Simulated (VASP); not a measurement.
# Cr (P6_3/mmc) in VASP: a series of runs

Runs on Cr. Level: PBEsol. Tasks: single point.

All numbers are computed with VASP 6.6.1; they aren't measurements. Logs are shortened: lines on timing, memory, paths and dates and some standing lists are left out, and cuts for length are marked.

**1. The cell of the first run**

Symmetry: P6_3/mmc, No. 194, hexagonal system. Conventional cell: a = 2.390 Å, b = 2.390 Å, c = 4.274 Å, α = 90.00°, β = 90.00°, γ = 120.00°. Within 3.2 Å of Cr (site symmetry -6m2) lie 12 Cr at 2.39 to 2.54 Å.

This isn't the form of Cr at room conditions, which is bcc.

**2. Single point, PBEsol, collinear spin, ferromagnetic start (10.57 Å³/atom)**

INCAR reads:

```
PREC = Accurate
ENCUT = 520
EDIFF = 1E-6
ISMEAR = -1
SIGMA = 0.05
LREAL = F
LASPH = T
NELM = 150
ALGO = Normal
ISIF = 2
LWAVE = F
LCHARG = T
ISPIN = 2
MAGMOM = 1.5 1.5
LORBIT = 11
LMAXMIX = 4
GGA = PS
LELF = T
LVHAR = T
NBANDS = 23
```

KPOINTS reads:

```
regular mesh
0
Gamma
  16 16 8
```

POSCAR reads:

```
Cr
1.0
    2.3895363384      0.0000000000      0.0000000000
   -1.1947681692      2.0693991723      0.0000000000
    0.0000000000      0.0000000000      4.2738801956
Cr
2
Direct
    0.3333333333      0.6666666667      0.2500000000
    0.6666666667      0.3333333333      0.7500000000
```

Potentials or basis: VASP PAW PBE potentials, release 64 (Cr_pv).

Launch:

```console
> cat potpaw_PBE.64/Cr_pv/POTCAR > POTCAR
> mpirun -np 1 vasp_std > vasp.out
```

OUTCAR:

```text
PREC = Accurate
   ENCUT = 520
   EDIFF = 1E-6
   ISMEAR = -1
   LREAL = F
   LASPH = T
   NELM = 150
   ISIF = 2
   ISPIN = 2
   LORBIT = 11
   GGA = PS

 ion  position               nearest neighbor table
   1  0.333  0.667  0.250-   2 2.54   2 2.54   2 2.54   2 2.54   2 2.54   2 2.54
   2  0.667  0.333  0.750-   1 2.54   1 2.54   1 2.54   1 2.54   1 2.54   1 2.54

  LATTYP: Found a hexagonal cell.
 ALAT       =     2.3895363384
 C/A-ratio  =     1.7885813774

  Lattice vectors:

 A1 = (   2.3895363384,   0.0000000000,   0.0000000000)
 A2 = (  -1.1947681692,   2.0693991723,   0.0000000000)
 A3 = (   0.0000000000,   0.0000000000,   4.2738801956)

Analysis of symmetry for initial positions (statically):
=====================================================================
 Subroutine PRICEL returns:
 Original cell was already a primitive cell.

 Routine SETGRP: Setting up the symmetry group for a
 hexagonal supercell.

 Subroutine GETGRP returns: Found 24 space group operations
 (whereof 12 operations were pure point group operations)
 out of a pool of 24 trial point group operations.

The static configuration has the point symmetry D_3d.
 The point group associated with its full space group is D_6h.

Analysis of symmetry for dynamics (positions and initial velocities):
=====================================================================
 Subroutine PRICEL returns:
 Original cell was already a primitive cell.

 Routine SETGRP: Setting up the symmetry group for a
 hexagonal supercell.

 Subroutine GETGRP returns: Found 24 space group operations
 (whereof 12 operations were pure point group operations)
 out of a pool of 24 trial point group operations.

The dynamic configuration has the point symmetry D_3d.
 The point group associated with its full space group is D_6h.

Analysis of structural, dynamic, and magnetic symmetry:
=====================================================================
 Subroutine PRICEL returns:
 Original cell was already a primitive cell.

 Routine SETGRP: Setting up the symmetry group for a
 hexagonal supercell.

 Subroutine GETGRP returns: Found 24 space group operations
 (whereof 12 operations were pure point group operations)
 out of a pool of 24 trial point group operations.

The overall configuration has the point symmetry D_3d.
 The point group associated with its full space group is D_6h.

 Subroutine INISYM returns: Found 24 space group operations
 (whereof 12 operations are pure point group operations),
 and found     1 'primitive' translations

----------------------------------------------------------------------------------------

                                     Primitive cell

  volume of cell :      21.1339

  direct lattice vectors                    reciprocal lattice vectors
     2.389536338  0.000000000  0.000000000     0.418491229  0.241616024  0.000000000
    -1.194768169  2.069399172  0.000000000     0.000000000  0.483232048  0.000000000
     0.000000000  0.000000000  4.273880196     0.000000000  0.000000000  0.233979418

  length of vectors
     2.389536338  2.389536338  4.273880196     0.483232048  0.483232048  0.233979418

  position of ions in fractional coordinates (direct lattice)
     0.333333333  0.666666667  0.250000000
     0.666666667  0.333333333  0.750000000

  ion indices of the primitive-cell ions
   primitive index   ion index
                 1           1
                 2           2

----------------------------------------------------------------------------------------

 KPOINTS: regular mesh

Automatic generation of k-mesh.
 Grid dimensions read from file:
 generate k-points for:   16   16    8

 Generating k-lattice:

  Cartesian coordinates                     Fractional coordinates (reciprocal lattice)
     0.026155702  0.015101001  0.000000000     0.062500000  0.000000000  0.000000000
     0.000000000  0.030202003  0.000000000     0.000000000  0.062500000  0.000000000
     0.000000000  0.000000000  0.029247427     0.000000000  0.000000000  0.125000000

  Length of vectors
     0.030202003  0.030202003  0.029247427

  Shift w.r.t. Gamma in fractional coordinates (k-lattice)
     0.000000000  0.000000000  0.000000000

 Subroutine IBZKPT returns following result:
 ===========================================

 Found    150 irreducible k-points:

 Following reciprocal coordinates:
            Coordinates               Weight
  0.000000  0.000000  0.000000      1.000000
  0.062500  0.000000  0.000000      6.000000
  0.125000  0.000000  0.000000      6.000000
  0.187500 -0.000000  0.000000      6.000000
  0.250000  0.000000  0.000000      6.000000
  0.312500  0.000000  0.000000      6.000000
[... 16 lines left out ...]
  0.187500  0.187500  0.000000      6.000000
  0.250000  0.187500  0.000000     12.000000
 [... further k-points ...]
   k-points           NKPTS =    150   k-points in BZ     NKDIM =    150   number of bands    NBANDS=     23
   number of dos      NEDOS =    301   number of ions     NIONS =      2
   total plane-waves  NPLWV =  10368
   dimension x,y,z NGX =    18 NGY =   18 NGZ =   32
   dimension x,y,z NGXF=    36 NGYF=   36 NGZF=   64
   ions per type =               2
   NGX,Y,Z   is equivalent  to a cutoff of  12.52, 12.52, 12.45 a.u.
   NGXF,Y,Z  is equivalent  to a cutoff of  25.05, 25.05, 24.89 a.u.
 SYSTEM =  unknown system
   PREC   = accura    normal or accurate (medium, high low for compatibility)
   ISTART =      0    job   : 0-new  1-cont  2-samecut
   ICHARG =      2    charge: 1-file 2-atom 10-const
   ISPIN  =      2    spin polarized calculation?
   LNONCOLLINEAR =      F non collinear calculations
   LSORBIT =      F    spin-orbit coupling
   LASPH  =      T    aspherical Exc in radial PAW
   ENCUT  =  520.0 eV  38.22 Ry    6.18 a.u.   4.44  4.44  7.95*2*pi/ulx,y,z
   NELM   =    150;   NELMIN=  2; NELMDL= -5     # of ELM steps
   EDIFF  = 0.1E-05   stopping-criterion for ELM
   LREAL  =      F    real-space projection
   EDIFFG = 0.1E-04   stopping-criterion for IOM
   NSW    =      0    number of steps for IOM
   IBRION =     -1    ionic relax: 0-MD 1-quasi-New 2-CG
   NFREE  =      0    steps in history (QN), initial steepest desc. (CG)
   ISIF   =      2    stress and relaxation
   ISYM   =      2    0-nonsym 1-usesym 2-fastsym
   POTIM  = 0.5000    time-step for ionic-motion
   TEBEG  =    0.0;   TEEND  =   0.0 temperature during run
   PSTRESS=    0.0 pullay stress
   NELECT =      24.0000    total number of electrons
   NUPDOWN=      -1.0000    fix difference up-down
   EMIN   =  10.00;   EMAX   =-10.00  energy-range for DOS
   EFERMI =   0.00;   METHOD = LEGACY
   ISMEAR =    -1;   SIGMA  =   0.05  broadening in eV -4-tet -1-fermi 0-gaus
   EFERMI_NEDOS =   21; number of points for ismear=-14 and -15
   IALGO  =     38    algorithm
   IMIX   =      4    mixing-type and parameters
     AMIX     =   0.40;   BMIX     =  1.00
     AMIX_MAG =   1.60;   BMIX_MAG =  1.00
  volume/ion in A,a.u.               =      10.57        71.31
  Fermi-wavevector in a.u.,A,eV,Ry     =   1.707989  3.227632 39.691292  2.917228
  Thomas-Fermi vector in A             =   2.786740
   LORBIT       =     11    0 simple, 1 ext, 2 COOP (PROOUT), +10 PAW based schemes
   GGA     = PS    functional components
   LHFCALC =     F    Hartree Fock is set to
   AEXX    =    0.0000 exact exchange contribution
   IVDW    =     0    specifies the selected vdW correction
   LEPSILON=     F    determine dielectric tensor
   LRPA    =     F    only Hartree local field effects (RPA)
 spin polarized calculation
  energy-cutoff  :      520.00
  volume of cell :       21.13
 maximum number of plane-waves:       598
 NGX is ok and might be reduce to    18
   NGX =  9   NGY =  9   NGZ = 15

 number of electron      24.0000008 magnetization       0.0083441

 number of electron      24.0000008 magnetization      -0.0009612

 Free energy of the ion-electron system (eV)
  ---------------------------------------------------
  ext. energy  EPLUGINS =         0.00000000
  ---------------------------------------------------
  free energy    TOTEN  =       -19.52624578 eV

  energy without entropy =      -19.50201634  energy(sigma->0) =      -19.51413106

 E-fermi :  11.9533     XC(G=0): -14.3408

 val. band max:       11.9508844196   @ k =   0.0625   0.0625   0.3750
 cond. band min:      11.9569271044   @ k =   0.4375   0.0625   0.3750
 fundamental gap:      0.0060426848
 Fermi energy:        11.9533394406

 spin component 1

 k-point     1 :       0.0000    0.0000    0.0000
  band No.  band energies     occupation
      1     -31.3040      1.00000
      2     -30.3020      1.00000
      3     -30.1188      1.00000
      4     -30.1188      1.00000
      5     -30.0262      1.00000
      6     -30.0262      1.00000
[... 15 lines left out ...]
     22      32.9171      0.00000
     23      32.9193      0.00000

 k-point     2 :       0.0625    0.0000    0.0000
  band No.  band energies     occupation
      1     -31.2879      1.00000
      2     -30.3034      1.00000
      3     -30.1668      1.00000
      4     -30.1317      1.00000
      5     -30.0753      1.00000
      6     -30.0346      1.00000
[... 15 lines left out ...]
     22      32.8982      0.00000
     23      33.1261      0.00000

 k-point     3 :       0.1250    0.0000    0.0000
  band No.  band energies     occupation
      1     -31.2412      1.00000
      2     -30.3082      1.00000
      3     -30.3033      1.00000
      4     -30.2128      1.00000
      5     -30.1678      1.00000
      6     -30.0590      1.00000
[... 15 lines left out ...]
     22      32.4135      0.00000
     23      33.6859      0.00000
[... 495 lines left out ...]
 k-point    23 :       0.1875    0.1875    0.0000
  band No.  band energies     occupation
      1     -30.9512      1.00000
      2     -30.9049      1.00000
      3     -30.8860      1.00000
      4     -30.4143      1.00000
      5     -30.3686      1.00000
      6     -30.3118      1.00000
[... 15 lines left out ...]
     22      27.3439      0.00000
     23      28.0678      0.00000

 k-point    24 :       0.2500    0.1875    0.0000
  band No.  band energies     occupation
      1     -31.0534      1.00000
      2     -30.9892      1.00000
      3     -30.8575      1.00000
      4     -30.5171      1.00000
      5     -30.4032      1.00000
      6     -30.4008      1.00000
[... 15 lines left out ...]
     22      25.5049      0.00000
     23      26.8808      0.00000

 [... further k-points ...]

 spin component 2

 k-point     1 :       0.0000    0.0000    0.0000
  band No.  band energies     occupation
      1     -31.3043      1.00000
      2     -30.3024      1.00000
      3     -30.1191      1.00000
      4     -30.1191      1.00000
      5     -30.0266      1.00000
      6     -30.0266      1.00000
[... 15 lines left out ...]
     22      32.9169      0.00000
     23      32.9194      0.00000

 k-point     2 :       0.0625    0.0000    0.0000
  band No.  band energies     occupation
      1     -31.2883      1.00000
      2     -30.3038      1.00000
      3     -30.1671      1.00000
      4     -30.1320      1.00000
      5     -30.0756      1.00000
      6     -30.0350      1.00000
[... 15 lines left out ...]
     22      32.8983      0.00000
     23      33.1260      0.00000

 k-point     3 :       0.1250    0.0000    0.0000
  band No.  band energies     occupation
      1     -31.2416      1.00000
      2     -30.3085      1.00000
      3     -30.3036      1.00000
      4     -30.2132      1.00000
      5     -30.1682      1.00000
      6     -30.0594      1.00000
[... 15 lines left out ...]
     22      32.4135      0.00000
     23      33.6858      0.00000
[... 495 lines left out ...]
 k-point    23 :       0.1875    0.1875    0.0000
  band No.  band energies     occupation
      1     -30.9515      1.00000
      2     -30.9053      1.00000
      3     -30.8864      1.00000
      4     -30.4147      1.00000
      5     -30.3690      1.00000
      6     -30.3122      1.00000
[... 15 lines left out ...]
     22      27.3437      0.00000
     23      28.0674      0.00000

 k-point    24 :       0.2500    0.1875    0.0000
  band No.  band energies     occupation
      1     -31.0537      1.00000
      2     -30.9896      1.00000
      3     -30.8579      1.00000
      4     -30.5174      1.00000
      5     -30.4036      1.00000
      6     -30.4011      1.00000
[... 15 lines left out ...]
     22      25.5046      0.00000
     23      26.8804      0.00000

 [... further k-points ...]

------------------------ aborting loop because EDIFF is reached ----------------------------------------

  FORCE on cell =-STRESS in cart. coord.  units (eV):
  Direction    XX          YY          ZZ          XY          YZ          ZX
  --------------------------------------------------------------------------------------
  -------------------------------------------------------------------------------------
  Total        3.4194938      3.4194938      3.0117764      0.0000000     -0.0000000      0.0000000
  in kB      259.2341121    259.2341121    228.3247799      0.0000000     -0.0000000      0.0000000
  external PRESSURE =     248.9310014 kB  Pullay stress =       0.0000000 kB

 VOLUME and BASIS-vectors are now :
 -----------------------------------------------------------------------------
  energy-cutoff  :      520.00
  volume of cell :       21.13
      direct lattice vectors                 reciprocal lattice vectors
     2.389536338  0.000000000  0.000000000     0.418491229  0.241616024  0.000000000
    -1.194768169  2.069399172  0.000000000     0.000000000  0.483232048  0.000000000
     0.000000000  0.000000000  4.273880196     0.000000000  0.000000000  0.233979418

 POSITION                                       TOTAL-FORCE (eV/Angst)
 -----------------------------------------------------------------------------------
     -0.00000      1.37960      1.06847        -0.000000     -0.000000      0.000000
      1.19477      0.68980      3.20541         0.000000      0.000000      0.000000
 -----------------------------------------------------------------------------------
    total drift:                               -0.000000      0.000000     -0.000000

  FREE ENERGIE OF THE ION-ELECTRON SYSTEM (eV)
  ---------------------------------------------------
  free  energy   TOTEN  =       -19.5262457845 eV

  energy  without entropy=      -19.5020163440  energy(sigma->0) =      -19.51413106

 total charge

# of ion       s       p       d       tot
------------------------------------------
    1        0.474   6.447   4.375  11.296
    2        0.474   6.447   4.375  11.296
--------------------------------------------------
tot          0.949  12.893   8.749  22.591

 magnetization (x)

# of ion       s       p       d       tot
------------------------------------------
    1       -0.000  -0.000  -0.000  -0.000
    2       -0.000  -0.000  -0.000  -0.000
--------------------------------------------------
tot         -0.000  -0.000  -0.000  -0.001
```

Run time: 65 s. Hardware: 1 thread of AMD EPYC 9R45 (Zen 5), shared host; peak memory 0.18 GiB.

Results:

* Free energy: -19.5262 eV
* Pressure: 24.9 GPa
* Band gap on the k mesh: zero (filled and empty bands overlap)
* Net moment: 0.00 μB per cell
* Valence electrons inside the program's atomic spheres: Cr 11.30

Stress tensor (GPa, compression positive):
```
25.92  0.00  0.00
 0.00 25.92  0.00
 0.00  0.00 22.83
```

Caveat: the cell stands under pressure; an empty level that is flat over the whole mesh can mark a ghost state of the potentials, or a narrow d or f band; the moments typed at the start vanished in this run; the PAW data sets were made with another functional, which shifts forces and pressure a little.

(Continued in part 2 of 2.)
